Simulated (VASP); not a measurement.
A run of VASP 6.6.1 is set up as follows.

INCAR

```
  PREC = Accurate
  ENCUT = 520
  EDIFF = 1E-6
  ISMEAR = -1
  SIGMA = 0.05
  LREAL = F
  LASPH = T
  NELM = 60
  ALGO = Normal
  ISIF = 2
  LWAVE = F
  LCHARG = T
  GGA = RP
  LELF = T
  LVHAR = T
  NBANDS = 22
```

KPOINTS

```
regular mesh
0
Gamma
  9 9 4
```

POSCAR

```
F
1.0
    3.1777961013     -1.8696750883     -0.0110551383
    3.1777961013      1.8696750883     -0.0110551383
   -1.8020726940      0.0000000000      7.7285017193
F
4
Direct
    0.0593687897      0.4923776308      0.0908216868
    0.5076223692      0.9406312103      0.4091783132
    0.9406312103      0.5076223692      0.9091783132
    0.4923776308      0.0593687897      0.5908216868
```

Potentials or basis: VASP PAW PBE potentials, release 64 (F).

The run is started by

```console
$ cat potpaw_PBE.64/F/POTCAR > POTCAR
$ mpirun -np 1 vasp_std > vasp.out
```

**Question.** Predict the largest force.

**Answer.** 0.335 eV/Å.

**Question.** What does it give for the pressure?

**Answer.** 0.2 GPa.

Forces in eV/Å, atoms in the order of the input:
```
F    0.000 -0.061  0.329
F    0.000 -0.061 -0.329
F    0.000  0.061 -0.329
F    0.000  0.061  0.329
```

Caveat: the PAW data sets were made with another functional, which shifts forces and pressure a little.
